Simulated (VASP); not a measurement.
Here is a VASP 6.6.1 calculation.

Contents of INCAR:

```
SYSTEM = SnO
  PREC = Accurate
  ENCUT = 1000
  EDIFF = 1E-8
  ISMEAR = -1
  SIGMA = 0.01
  LREAL = .False.
  LASPH = .True.
  NELM = 120
  ALGO = Normal
  ISIF = 2
  LWAVE = .False.
  LCHARG = .False.
  GGA = PE
  LEFG = .True.
  NBANDS = 28
  GGA_COMPAT = .False.
```

File KPOINTS:

```
Automatic mesh
0
Gamma
  8 8 6
  0 0 0
```

The input POSCAR:

```
SnO
1.0
    3.7892841860      0.0000000000      0.0000000000
    0.0000000000      3.7892841860      0.0000000000
    0.0000000000      0.0000000000      4.8198259661
Sn O
2 2
Direct
    0.0000000000      0.5000000000      0.2385000000
    0.5000000000      0.0000000000      0.7615000000
    0.0000000000      0.0000000000      0.0000000000
    0.5000000000      0.5000000000      0.0000000000
```

Potentials or basis: VASP PAW PBE potentials, release 64 (Sn_d, O_h).

Run with:

```bash
$ cat potpaw_PBE.64/Sn_d/POTCAR potpaw_PBE.64/O_h/POTCAR > POTCAR
$ mpirun -np 1 vasp_std > vasp.out
```

Problem. Predict the pressure.

Solution. 5.6 GPa.

Problem. Estimate the band gap on the k mesh.

Solution. Zero (bands 20 and 21 overlap by 0.01 eV).

Problem. Predict the largest force.

Solution. 0.585 eV/Å.

Electric field gradients, principal values (V/Å²):
| atom | least | middle | greatest (by size) |
| --- | --- | --- | --- |
| 1 Sn | 83.620 | 83.620 | -167.241 |
| 2 Sn | 83.620 | 83.620 | -167.241 |
| 3 O | -1.177 | -1.177 | 2.354 |
| 4 O | -1.177 | -1.177 | 2.354 |

Caveat: the cell stands under pressure; semilocal functionals underestimate gaps, and a narrow one can read as zero; without QUAD_EFG the Cq values of the log hold for a quadrupole moment of 1 mb, not for the nuclei; spin-orbit coupling is left out, which moves the levels of the heavy elements.
